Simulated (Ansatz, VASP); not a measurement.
# One calculation of F, two programs

```xyz
4
Lattice="3.0633 -1.8456 0.1480 3.0633 1.8456 0.1480 -1.3265 0.0000 6.8239" Properties=species:S:1:pos:R:3 pbc="T T T"
F     4.5019   -0.6227    0.8571
F     0.9614   -0.6227    2.8510
F     0.2982    0.6227    6.2629
F     3.8386    0.6227    4.2690
```

Alike in both runs: functional PBE; k mesh 6 × 6 × 3; occupations fermi-dirac, width 0.05 eV; no spin polarisation.

Ansatz relaxed the structure, and its values are those at the end. VASP's run is a single point on that final structure, the one shown.

|  | VASP | Ansatz |
| --- | --- | --- |
| version | VASP 6.6.1 | Ansatz 0.2.0 |
| potentials or method | VASP PAW PBE potentials, release 64 (F), cutoff 520 eV | plane waves (420 eV) with PAW, scalar-relativistic |
| valence electrons in the cell | 28 | 28 |

```tsv
	VASP	Ansatz	Ansatz less VASP
pressure (GPa)	0.3	0.0	-0.27
rms of the force components (eV/Å)	0.214	0.001	-0.2123
```

One of these differences is far larger than is usual between the two programs; its cause wasn't traced.
